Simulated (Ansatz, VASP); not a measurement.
# Sr: VASP beside Ansatz

```
CELL_PARAMETERS angstrom
4.30253 0.00000 0.00000
-2.15126 3.72610 0.00000
0.00000 0.00000 7.02603
ATOMIC_POSITIONS crystal
Sr 0.33333 0.66667 0.25000
Sr 0.66667 0.33333 0.75000
```

Alike in both runs: task relaxation of cell and atoms; functional BLYP; k mesh 9 × 9 × 5; occupations fermi-dirac, width 0.1 eV; no spin polarisation.

|  | VASP | Ansatz |
| --- | --- | --- |
| version | VASP 6.6.1 | Ansatz 0.2.0 |
| potentials or method | VASP PAW PBE potentials, release 64 (Sr_sv), cutoff 600 eV | plane waves (420 eV) with PAW, scalar-relativistic |
| valence electrons in the cell | 20 | 20 |

|  | VASP | Ansatz | Ansatz less VASP |
| --- | --- | --- | --- |
| relaxed volume (Å³/atom) | 56.69 | 56.75 | +0.059 |
| relaxed length of the cell vector where the two differ most in proportion (Å) | 7.043 | 7.046 | +0.0030 |

VASP's potentials were made for PBE, not for BLYP.
